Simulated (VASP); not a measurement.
Write the native input for VASP 6.6.1 that does the following.

```yaml
Task: single point
Functional: PBE
Potentials_or_basis: VASP PAW PBE potentials, release 64 (Sn_d, S)
Cutoff: 500 eV
k_mesh: 5 × 5 × 3
Occupations: gaussian, width 0.01 eV
Spin: no spin polarisation
Dipole_correction: no
Further_INCAR_settings: ALGO = Normal; EDIFF = 1e-06; NBANDS = 20
```

The structure of SnS2 (Berndtite-2T) lies in POSCAR:

```
SnS2
1.0
    3.5134158706      0.0000000000      0.0000000000
   -1.7567079353      3.0427069689      0.0000000000
    0.0000000000      0.0000000000      5.6654917089
Sn S
1 2
Direct
    0.0000000000      0.0000000000      0.0000000000
    0.3333333333      0.6666666667      0.2500000000
    0.6666666667      0.3333333333      0.7500000000
```

These files were run (other wordings do the same):

INCAR

```
SYSTEM = SnS2
PREC = Accurate
ENCUT = 500
EDIFF = 1E-6
ISMEAR = 0
SIGMA = 0.01
LREAL = .False.
LASPH = .True.
NELM = 120
ALGO = Normal
ISIF = 2
LWAVE = .False.
LCHARG = .False.
GGA = PE
NBANDS = 20
GGA_COMPAT = .False.
```

KPOINTS

```
regular mesh
0
Gamma
  5 5 3
  0 0 0
```

Potentials or basis: VASP PAW PBE potentials, release 64 (Sn_d, S).

Command:

```bash
$ cat potpaw_PBE.64/Sn_d/POTCAR potpaw_PBE.64/S/POTCAR > POTCAR
$ mpirun -np 1 vasp_std > vasp.out
```

It gave:

| Property | Result |
| --- | --- |
| Pressure | 16.4 GPa |
| Largest force | 1.451 eV/Å |
| Band gap on the k mesh | 1.69 eV, indirect (least direct gap 2.30 eV) |

Caveat: spin-orbit coupling is left out, which moves the levels of the heavy elements; forces of over 1 eV/Å act on the atoms, so gaps and moduli don't describe the material at rest.

Wall time 9.5 s on 1 thread of Intel(R) Xeon(R) Platinum 8488C (Sapphire Rapids), with other jobs on the host, peak memory 0.17 GiB.
